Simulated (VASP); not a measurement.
A run of VASP 6.6.1:

POSCAR

```
PbO
1.0
    4.0682551615      0.0000000000      0.0000000000
    0.0000000000      4.0682551615      0.0000000000
    0.0000000000      0.0000000000      5.1082602403
Pb O
2 2
Direct
    0.0000000000      0.5000000000      0.2400000000
    0.5000000000      0.0000000000      0.7600000000
    0.0000000000      0.0000000000      0.0000000000
    0.5000000000      0.5000000000      0.0000000000
```

INCAR.step1

```
ALGO     = Normal         # electronic algorithm
EDIFF    = 1E-4           # SCF threshold, eV
ENCUT    = 520            # plane-wave cutoff, eV
GGA      = PE             # functional
ISMEAR   = 0              # smearing method
LASPH    = True           # aspherical terms in the spheres
LCHARG   = False          # write CHGCAR
LREAL    = False          # projectors in reciprocal space
LWAVE    = True           # write WAVECAR
NBANDS   = 28             # bands
NELM     = 100            # most SCF steps
PREC     = Accurate       # precision mode
SIGMA    = 0.01           # smearing width, eV
```

File INCAR.step2:

```
ALGO     = Normal         # electronic algorithm
EDIFF    = 1E-6           # SCF threshold, eV
ENCUT    = 520            # plane-wave cutoff, eV
ISIF     = 2              # what is computed and relaxed
ISMEAR   = 0              # smearing method
ISTART   = 1            
LASPH    = True           # aspherical terms in the spheres
LCHARG   = False          # write CHGCAR
LMIXTAU  = True         
LREAL    = False          # projectors in reciprocal space
LWAVE    = False          # write WAVECAR
METAGGA  = R2SCAN         # meta-GGA
NBANDS   = 28             # bands
NELM     = 100            # most SCF steps
PREC     = Accurate       # precision mode
SIGMA    = 0.01           # smearing width, eV
```

The input KPOINTS:

```
k-points
0
Gamma
  4 4 4
```

Potentials or basis: VASP PAW PBE potentials, release 64 (Pb_d, O).

Run with:

```console
$ cat potpaw_PBE.64/Pb_d/POTCAR potpaw_PBE.64/O/POTCAR > POTCAR
$ cp INCAR.step1 INCAR
$ mpirun -np 1 vasp_std > vasp.out
$ cp INCAR.step2 INCAR
$ mpirun -np 1 vasp_std > vasp.out
```

Hardware: 1 thread of Intel Xeon 8259CL, with other jobs on the host.

Question: How long does it take, and how much memory?

Answer: Wall time 4.1 min on 1 thread of Intel Xeon 8259CL (shared host), peak memory 0.21 GiB. Counts: k points 18.
